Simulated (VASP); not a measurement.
Input of a VASP 6.6.1 run:

The input INCAR:

```
  ALGO = Normal
  EDIFF = 1E-7
  ENCUT = 520
  GGA = CA
  ISIF = 2
  ISMEAR = -1
  LASPH = True
  LCHARG = False
  LREAL = False
  LWAVE = False
  NBANDS = 21
  NELM = 60
  PREC = Accurate
  SIGMA = 0.05
```

File KPOINTS:

```
k-points
0
Gamma
  10 10 6
```

Contents of POSCAR:

```
Ge
1.0
    1.4880529250     -2.5946896100      0.0000000000
    1.4880529250      2.5946896100      0.0000000000
    0.0000000000      0.0000000000      4.7275957900
Ge
2
Direct
    0.3334466300      0.6665533700      0.2500000000
    0.6665533700      0.3334466300      0.7500000000
```

Potentials or basis: VASP PAW LDA potentials, release 64 (Ge_d).

The run is started by

```console
$ cat potpaw_LDA.64/Ge_d/POTCAR > POTCAR
$ mpirun -np 1 vasp_std > vasp.out
```

(1) Predict the pressure.

(2) Estimate the band gap on the k mesh.

Results:

(1) -1.1 GPa.

(2) zero (band 14 reaches 13.44 eV, above the bottom of band 15 at 4.58 eV).
